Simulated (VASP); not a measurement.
Here is a VASP 6.6.1 calculation.

The input INCAR:

```
PREC     = Accurate       # precision mode
ENCUT    = 520            # plane-wave cutoff, eV
EDIFF    = 1E-7           # SCF threshold, eV
ISMEAR   = 0              # smearing method
SIGMA    = 0.03           # smearing width, eV
LREAL    = False          # projectors in reciprocal space
LASPH    = True           # aspherical terms in the spheres
NELM     = 80             # most SCF steps
ALGO     = Normal         # electronic algorithm
ISIF     = 2              # what is computed and relaxed
LWAVE    = False          # write WAVECAR
LCHARG   = False          # write CHGCAR
GGA      = PE             # functional
NBANDS   = 63             # bands
KPAR     = 4
```

The input KPOINTS:

```
Automatic mesh
0
Gamma
  4 6 6
```

Contents of POSCAR:

```
SrCdSiS4                                
1.0
   10.2630848532      0.0000000000      0.0000000000
    0.0000000000      5.0436830186      3.1634425996
    0.0000000000     -5.0436830186      3.1634425996
  Sr              Cd              Si              S             
     2     2     2     8
Direct
     0.0000000000000000    0.0016468491478167    0.0016468491478167
     0.5000000000000000    0.0016468491478167    0.0016468491478167
     0.7500000000000000    0.2743772818224979    0.6068033796800458
     0.2500000000000000    0.6068033796800458    0.2743772818224979
     0.7500000000000000    0.7075304980406317    0.2710669297777537
     0.2500000000000000    0.2710669297777537    0.7075304980406317
     0.4180027810251609    0.4649188357539803    0.9154407427299684
     0.5819972189748390    0.9154407427299684    0.4649188357539803
     0.0819972189748391    0.4649188357539803    0.9154407427299684
     0.9180027810251610    0.9154407427299684    0.4649188357539803
     0.7500000000000000    0.7138724025538830    0.9119225932729615
     0.2500000000000000    0.9119225932729615    0.7138724025538830
     0.7500000000000000    0.3242822408959047    0.1905318186927925
     0.2500000000000000    0.1905318186927925    0.3242822408959047
```

File KPOINTS_OPT:

```
explicit points
258
Reciprocal
 0.0000000000  0.0000000000  0.0000000000 1
 0.0000000000  0.0248831533  0.0248831533 1
 0.0000000000  0.0497663067  0.0497663067 1
 0.0000000000  0.0746494600  0.0746494600 1
 0.0000000000  0.0995326133  0.0995326133 1
 0.0000000000  0.1244157667  0.1244157667 1
[... 250 lines left out ...]
 0.5000000000 -0.4822584800  0.5177415200 1
 0.5000000000 -0.5177415200  0.4822584800 1
```

Potentials or basis: VASP PAW PBE potentials, release 64 (Sr_sv, Cd, Si, S).

Launch:

```bash
$ cat potpaw_PBE.64/Sr_sv/POTCAR potpaw_PBE.64/Cd/POTCAR potpaw_PBE.64/Si/POTCAR potpaw_PBE.64/S/POTCAR > POTCAR
$ mpirun -np 4 vasp_std > vasp.out
```

**Question.** What does it give for the largest force?

**Answer.** 0.127 eV/Å.

**Question.** What does it give for the band gap on the k mesh?

**Answer.** 2.83 eV (least direct gap 2.90 eV).

**Question.** Estimate the band gap along the path.

**Answer.** 2.83 eV (least direct gap 2.90 eV).

**Question.** What does it give for the pressure?

**Answer.** 2.5 GPa.

Forces on the atoms (eV/Å):
```
Sr   0.000  0.000  0.013
Sr   0.000  0.000  0.013
Cd   0.000 -0.012  0.068
Cd   0.000  0.012  0.068
Si   0.000 -0.018 -0.026
Si   0.000  0.018 -0.026
S    0.081  0.068 -0.069
S   -0.081 -0.068 -0.069
S   -0.081  0.068 -0.069
S    0.081 -0.068 -0.069
S    0.000  0.035  0.073
S    0.000 -0.035  0.073
S    0.000  0.091  0.011
S    0.000 -0.091  0.011
```
